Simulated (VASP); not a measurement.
Wanted: the native input for a VASP 6.6.1 run.

```yaml
Task: single point
Functional: PBE
Potentials_or_basis: VASP PAW PBE potentials, release 64 (I, K_sv)
Cutoff: 520 eV
k_mesh: 4 × 4 × 4
Occupations: fermi-dirac, width 0.05 eV
Spin: no spin polarisation
Dipole_correction: no
k_mesh_for_the_DOS: 6 × 6 × 6
Occupations_for_the_DOS: tetrahedron
Further_INCAR_settings: ALGO = Normal; EDIFF = 1e-06; NBANDS = 15
```

KI:

```
I K
1.0
     0.00000    3.53277    3.53277
     3.53277    0.00000    3.53277
     3.53277    3.53277    0.00000
I K
1 1
Direct
  0.50000 0.50000 0.50000
  0.00000 0.00000 0.00000
```

One way to write it, as run:

POSCAR

```
KI
1.0
    0.0000000000      3.5327750000      3.5327750000
    3.5327750000      0.0000000000      3.5327750000
    3.5327750000      3.5327750000      0.0000000000
I K
1 1
Direct
    0.5000000000      0.5000000000      0.5000000000
    0.0000000000      0.0000000000      0.0000000000
```

INCAR.step1

```
PREC = Accurate
ENCUT = 520
EDIFF = 1E-6
ISMEAR = -1
SIGMA = 0.05
LREAL = F
LASPH = T
NELM = 100
ALGO = Normal
ISIF = 2
LWAVE = F
LCHARG = T
GGA = PE
NBANDS = 15
```

KPOINTS.step1

```
regular mesh
0
Gamma
  4 4 4
```

INCAR.step2

```
PREC = Accurate
ENCUT = 520
EDIFF = 1E-6
ISMEAR = -5
SIGMA = 0.05
LREAL = F
LASPH = T
NELM = 100
ALGO = Normal
ISIF = 2
LWAVE = F
LCHARG = F
GGA = PE
LORBIT = 11
NBANDS = 15
NEDOS = 2001
ICHARG = 11
```

KPOINTS.step2

```
regular mesh
0
Gamma
  6 6 6
```

Potentials or basis: VASP PAW PBE potentials, release 64 (I, K_sv).

Command:

```bash
$ cat potpaw_PBE.64/I/POTCAR potpaw_PBE.64/K_sv/POTCAR > POTCAR
$ cp INCAR.step1 INCAR
$ cp KPOINTS.step1 KPOINTS
$ mpirun -np 1 vasp_std > vasp.out
$ cp INCAR.step2 INCAR
$ cp KPOINTS.step2 KPOINTS
$ mpirun -np 1 vasp_std > vasp.out
```

It gave:

The valence electrons inside the program's atomic spheres are I 4.35; K 7.56.

Wall time 34 s on 1 thread of Intel Xeon 8259CL, with other jobs on the host, peak memory 0.23 GiB.
